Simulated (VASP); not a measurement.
Write the native input for VASP 6.6.1 that does the following.

```
Task                   : single point
Functional             : PBEsol
Potentials or basis    : VASP PAW PBE potentials, release 64 (Zn, O)
Cutoff                 : 520 eV
k mesh                 : 8 × 8 × 4
Occupations            : gaussian, width 0.01 eV
Spin                   : no spin polarisation
Dipole correction      : no
Further INCAR settings : ALGO = Normal; EDIFF = 1e-06; NBANDS = 26
```

The structure of ZnO lies in POSCAR:

```
ZnO
1.0
    3.2300090304      0.0000000000      0.0000000000
   -1.6150045152      2.7972698748      0.0000000000
    0.0000000000      0.0000000000      5.2143445338
Zn O
2 2
Direct
    0.3333333333      0.6666666667      0.5000406004
    0.6666666667      0.3333333333      0.0000406004
    0.6666666667      0.3333333333      0.3789693995
    0.3333333333      0.6666666667      0.8789693996
```

The input as run:

INCAR

```
SYSTEM = ZnO
PREC = Accurate ; ENCUT = 520
EDIFF = 1E-6 ; ISMEAR = 0
SIGMA = 0.01 ; LREAL = .False.
LASPH = .True. ; NELM = 100
ALGO = Normal ; ISIF = 2
LWAVE = .False. ; LCHARG = .False.
GGA = PS ; NBANDS = 26
```

KPOINTS

```
regular mesh
0
Gamma
  8 8 4
  0 0 0
```

Potentials or basis: VASP PAW PBE potentials, release 64 (Zn, O).

Launch:

```sh
$ cat potpaw_PBE.64/Zn/POTCAR potpaw_PBE.64/O/POTCAR > POTCAR
$ mpirun -np 1 vasp_std > vasp.out
```

It gave:

```json
{
  "Pressure": "0.7 GPa",
  "Band gap on the k mesh": "0.69 eV"
}
```

Caveat: the PAW data sets were made with another functional, which shifts forces and pressure a little.

It took 52 s on 1 thread of Intel Xeon 8259CL, with other jobs on the host, peak memory 0.17 GiB.
